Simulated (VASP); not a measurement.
# TiN (Fm-3m) in VASP: single point with PBE

Aim: the single point of TiN with PBE.

Everything below comes from runs of VASP 6.6.1. Logs are shortened: lines on timing, memory, paths and dates and some standing lists are left out, and cuts for length are marked.

## (1) The cell of the first run

It takes space group Fm-3m (No. 225, cubic). Conventional cell: a = 4.238 Å, b = 4.238 Å, c = 4.238 Å, α = 90.00°, β = 90.00°, γ = 90.00°. Within 2.8 Å of Ti (site symmetry m-3m) lie 6 N at 2.12 Å. N (site symmetry m-3m) has 6 Ti at 2.12 Å within 2.8 Å.

## (2) Single point, PBE

INCAR

```
PREC = Accurate
ENCUT = 600
EDIFF = 1E-6
ISMEAR = -1
SIGMA = 0.15
LREAL = F
LASPH = T
NELM = 120
ALGO = Normal
ISIF = 2
LWAVE = F
LCHARG = F
GGA = PE
NBANDS = 16
GGA_COMPAT = F
```

KPOINTS

```
regular mesh
0
Gamma
  9 9 9
```

POSCAR

```
TiN
1.0
    0.0000000000      2.1190000000      2.1190000000
    2.1190000000      0.0000000000      2.1190000000
    2.1190000000      2.1190000000      0.0000000000
Ti N
1 1
Direct
    0.0000000000      0.0000000000      0.0000000000
    0.5000000000      0.5000000000      0.5000000000
```

Potentials or basis: VASP PAW PBE potentials, release 64 (Ti_sv, N).

Command:

```
> cat potpaw_PBE.64/Ti_sv/POTCAR potpaw_PBE.64/N/POTCAR > POTCAR
> mpirun -np 1 vasp_std > vasp.out
```

OUTCAR:

```text
PREC = Accurate
   ENCUT = 600
   EDIFF = 1E-6
   ISMEAR = -1
   LREAL = F
   LASPH = T
   NELM = 120
   ISIF = 2
   GGA = PE

 ion  position               nearest neighbor table
   1  0.000  0.000  0.000-   2 2.12   2 2.12   2 2.12   2 2.12   2 2.12   2 2.12
   2  0.500  0.500  0.500-   1 2.12   1 2.12   1 2.12   1 2.12   1 2.12   1 2.12

  LATTYP: Found a face centered cubic cell.
 ALAT       =     4.2380000000

  Lattice vectors:

 A1 = (   0.0000000000,   2.1190000000,   2.1190000000)
 A2 = (   2.1190000000,   0.0000000000,   2.1190000000)
 A3 = (   2.1190000000,   2.1190000000,   0.0000000000)

Analysis of symmetry for initial positions (statically):
=====================================================================
 Subroutine PRICEL returns:
 Original cell was already a primitive cell.

 Routine SETGRP: Setting up the symmetry group for a
 face centered cubic supercell.

 Subroutine GETGRP returns: Found 48 space group operations
 (whereof 48 operations were pure point group operations)
 out of a pool of 48 trial point group operations.

The static configuration has the point symmetry O_h .

Analysis of symmetry for dynamics (positions and initial velocities):
=====================================================================
 Subroutine PRICEL returns:
 Original cell was already a primitive cell.

 Routine SETGRP: Setting up the symmetry group for a
 face centered cubic supercell.

 Subroutine GETGRP returns: Found 48 space group operations
 (whereof 48 operations were pure point group operations)
 out of a pool of 48 trial point group operations.

The dynamic configuration has the point symmetry O_h .

 Subroutine INISYM returns: Found 48 space group operations
 (whereof 48 operations are pure point group operations),
 and found     1 'primitive' translations

----------------------------------------------------------------------------------------

                                     Primitive cell

  volume of cell :      19.0293

  direct lattice vectors                    reciprocal lattice vectors
     0.000000000  2.119000000  2.119000000    -0.235960359  0.235960359  0.235960359
     2.119000000  0.000000000  2.119000000     0.235960359 -0.235960359  0.235960359
     2.119000000  2.119000000  0.000000000     0.235960359  0.235960359 -0.235960359
[... 79 lines left out ...]
   LNONCOLLINEAR =      F non collinear calculations
   LSORBIT =      F    spin-orbit coupling
   LASPH  =      T    aspherical Exc in radial PAW
   ENCUT  =  600.0 eV  44.10 Ry    6.64 a.u.   5.99  5.99  5.99*2*pi/ulx,y,z
   NELM   =    120;   NELMIN=  2; NELMDL= -5     # of ELM steps
   EDIFF  = 0.1E-05   stopping-criterion for ELM
   LREAL  =      F    real-space projection
   EDIFFG = 0.1E-04   stopping-criterion for IOM
   NSW    =      0    number of steps for IOM
   IBRION =     -1    ionic relax: 0-MD 1-quasi-New 2-CG
   NFREE  =      0    steps in history (QN), initial steepest desc. (CG)
   ISIF   =      2    stress and relaxation
   ISYM   =      2    0-nonsym 1-usesym 2-fastsym
   POTIM  = 0.5000    time-step for ionic-motion
   TEBEG  =    0.0;   TEEND  =   0.0 temperature during run
   PSTRESS=    0.0 pullay stress
   NELECT =      17.0000    total number of electrons
   NUPDOWN=      -1.0000    fix difference up-down
   EMIN   =  10.00;   EMAX   =-10.00  energy-range for DOS
   EFERMI =   0.00;   METHOD = LEGACY
   ISMEAR =    -1;   SIGMA  =   0.15  broadening in eV -4-tet -1-fermi 0-gaus
   EFERMI_NEDOS =   21; number of points for ismear=-14 and -15
   IALGO  =     38    algorithm
   IMIX   =      4    mixing-type and parameters
     AMIX     =   0.40;   BMIX     =  1.00
     AMIX_MAG =   1.60;   BMIX_MAG =  1.00
  volume/ion in A,a.u.               =       9.51        64.21
  Fermi-wavevector in a.u.,A,eV,Ry     =   1.576704  2.979539 33.824024  2.485996
  Thomas-Fermi vector in A             =   2.677497
   LORBIT       =      0    0 simple, 1 ext, 2 COOP (PROOUT), +10 PAW based schemes
   GGA     = PE    functional components
   LHFCALC =     F    Hartree Fock is set to
   AEXX    =    0.0000 exact exchange contribution
   IVDW    =     0    specifies the selected vdW correction
   LEPSILON=     F    determine dielectric tensor
   LRPA    =     F    only Hartree local field effects (RPA)
 non-spin polarized calculation
  energy-cutoff  :      600.00
  volume of cell :       19.03
 maximum number of plane-waves:       650
   NGX = 11   NGY = 11   NGZ = 11

 number of electron      17.0000001 magnetization

 Free energy of the ion-electron system (eV)
  ---------------------------------------------------
  ext. energy  EPLUGINS =         0.00000000
  ---------------------------------------------------
  free energy    TOTEN  =       -19.67142343 eV

  energy without entropy =      -19.61251945  energy(sigma->0) =      -19.64197144

 E-fermi :  11.4498     XC(G=0): -13.0342

 val. band max:       11.3834756681   @ k =   0.1111   0.0000   0.0000
 cond. band min:      11.4968239079   @ k =   0.4444   0.2222   0.1111
 fundamental gap:      0.1133482398
 Fermi energy:        11.4498245859

 k-point     1 :       0.0000    0.0000    0.0000
  band No.  band energies     occupation
      1     -46.3799      2.00000
      2     -22.3582      2.00000
      3     -22.3582      2.00000
      4     -22.3582      2.00000
      5      -5.6328      2.00000
      6       9.4388      2.00000
[... 433 lines left out ...]
      3     -22.5587      2.00000
      4     -22.5587      2.00000
      5      -4.2102      2.00000
      6       5.5284      2.00000
[... 8 lines left out ...]
     15      23.5596      0.00000
     16      25.8957      0.00000

 [... further k-points ...]

------------------------ aborting loop because EDIFF is reached ----------------------------------------

  FORCE on cell =-STRESS in cart. coord.  units (eV):
  Direction    XX          YY          ZZ          XY          YZ          ZX
  --------------------------------------------------------------------------------------
  -------------------------------------------------------------------------------------
  Total        0.2818934      0.2818934      0.2818934      0.0000000      0.0000000     -0.0000000
  in kB       23.7340912     23.7340912     23.7340912      0.0000000      0.0000000     -0.0000000
  external PRESSURE =      23.7340912 kB  Pullay stress =       0.0000000 kB

 VOLUME and BASIS-vectors are now :
 -----------------------------------------------------------------------------
  energy-cutoff  :      600.00
  volume of cell :       19.03
      direct lattice vectors                 reciprocal lattice vectors
     0.000000000  2.119000000  2.119000000    -0.235960359  0.235960359  0.235960359
     2.119000000  0.000000000  2.119000000     0.235960359 -0.235960359  0.235960359
     2.119000000  2.119000000  0.000000000     0.235960359  0.235960359 -0.235960359

 POSITION                                       TOTAL-FORCE (eV/Angst)
 -----------------------------------------------------------------------------------
      0.00000      0.00000      0.00000        -0.000000     -0.000000     -0.000000
      2.11900      2.11900      2.11900         0.000000      0.000000      0.000000
 -----------------------------------------------------------------------------------
    total drift:                                0.000000     -0.000000     -0.000000

  FREE ENERGIE OF THE ION-ELECTRON SYSTEM (eV)
  ---------------------------------------------------
  free  energy   TOTEN  =       -19.6714234266 eV

  energy  without entropy=      -19.6125194490  energy(sigma->0) =      -19.64197144
```

Wall time 13 s (1 thread of Intel Xeon Platinum 8259CL at 2.50GHz (Skylake/Cascade Lake), shared host); peak memory 0.14 GiB.

Results:

| Property | Result |
| --- | --- |
| Free energy | -19.6714 eV |
| Pressure | 2.4 GPa |
| Band gap on the k mesh | zero (an odd number of electrons rules out a gap without spin polarisation) |

The gap in the log of VASP goes by the Fermi energy; the results here count the filled bands.